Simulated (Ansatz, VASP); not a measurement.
**One calculation of AlN, two programs**

File INCAR:

```
PREC = Accurate
ENCUT = 520
EDIFF = 1E-7
ISMEAR = 0
SIGMA = 0.01
LREAL = F
LASPH = T
NELM = 60
ALGO = Normal
ISIF = 2
LWAVE = F
LCHARG = F
GGA = PS
NBANDS = 16
```

Contents of KPOINTS:

```
regular mesh
0
Gamma
  8 8 6
```

The input POSCAR:

```
AlN
1.0
    3.1138295276      0.0000000000      0.0000000000
   -1.5569147638      2.6966554739      0.0000000000
    0.0000000000      0.0000000000      4.9828522028
Al N
2 2
Direct
    0.3333333333      0.6666666667     -0.0010085599
    0.6666666667      0.3333333333      0.4989914401
    0.3333333333      0.6666666667      0.3810085599
    0.6666666667      0.3333333333      0.8810085599
```

Input for Ansatz:

```yaml
crystal:
  lattice:
    - [3.11382952756, 0.0, 0.0]
    - [-1.55691476378, 2.69665547393, 0.0]
    - [0.0, 0.0, 4.9828522028]
  atoms:
    - { symbol: Al, position: [0.333333333333, 0.666666666667, -0.001008559932] }
    - { symbol: Al, position: [0.666666666667, 0.333333333333, 0.498991440068] }
    - { symbol: "N", position: [0.333333333333, 0.666666666667, 0.381008559932] }
    - { symbol: "N", position: [0.666666666667, 0.333333333333, 0.881008559932] }
kpoints:
  mp_grid: { grid: [8, 8, 6] }
scf:
  occupations: { method: fixed }
  convergence: { dr2_threshold: 1.0e-10 }
hamiltonian:
  xc: pbesol
  pseudopotentials: { kind: all_electron, lapw: { basis_error: 0.0005 } }
output:
  forces: true
  stress: true
  eigenstates:
    kpoints:
      - [0.0, 0.0, 0.0]
      - [0.500000001, -0.5, -0.335945451]
      - [1.0e-09, 0.5, -0.335945451]
      - [0.500000001, -1.0e-09, -0.335945451]
      - [-0.666666667, 0.333333333, 0.0]
      - [0.0, 0.0, -0.5]
      - [-0.5, 0.0, 0.0]
      - [-0.5, 0.5, 0.0]
      - [0.0, -0.5, 0.0]
      - [-0.5, 0.0, -0.5]
      - [-0.5, 0.5, -0.5]
      - [0.0, -0.5, -0.5]
  eigenvalues: true
```

Change from the starting cell: unstrained.

Alike in both runs: task single point; functional PBEsol; k mesh 8 × 8 × 6; no spin polarisation.

|  | VASP | Ansatz |
| --- | --- | --- |
| version | VASP 6.6.1 | Ansatz 0.2.0 |
| potentials or method | VASP PAW PBE potentials, release 64 (Al, N), cutoff 520 eV | all-electron LAPW, scalar-relativistic |
| occupations | gaussian, width 0.01 eV | fixed |

Ansatz gave:

* gap on the k mesh at the Fermi level (eV): 4.11
* pressure (GPa): -0.1

Task: Which values does VASP return?

Result: gap on the k mesh at the Fermi level (eV): 4.11; pressure (GPa): 0.0.

VASP's potentials were made for PBE, not for PBEsol. Ansatz ran all-electron here, and VASP with PAW potentials.
